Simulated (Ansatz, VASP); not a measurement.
One calculation of Sb, two programs

```
Sb
1.0
     0.00000    2.50531    2.50531
     2.50531    0.00000    2.50531
     2.50531    2.50531    0.00000
Sb
1
Direct
  0.00000 0.00000 0.00000
```

Alike in both runs: task single point; functional RPBE; k mesh 13 × 13 × 13; occupations fermi-dirac, width 0.1 eV; no spin polarisation.

|  | VASP | Ansatz |
| --- | --- | --- |
| version | VASP 6.6.1 | Ansatz 0.2.0 |
| potentials or method | VASP PAW PBE potentials, release 64 (Sb), cutoff 520 eV | plane waves (420 eV) with PAW, scalar-relativistic |
| valence electrons in the cell | 5 | 15 |

```csv
,VASP,Ansatz,Ansatz less VASP
pressure (GPa),-4.7,-4.6,+0.15
```

VASP's potentials were made for PBE, not for RPBE. VASP's potentials hold 5 valence electrons a cell and Ansatz's 15, so a difference there can come from the potentials and not from the codes.

Neither program's run includes spin-orbit coupling.
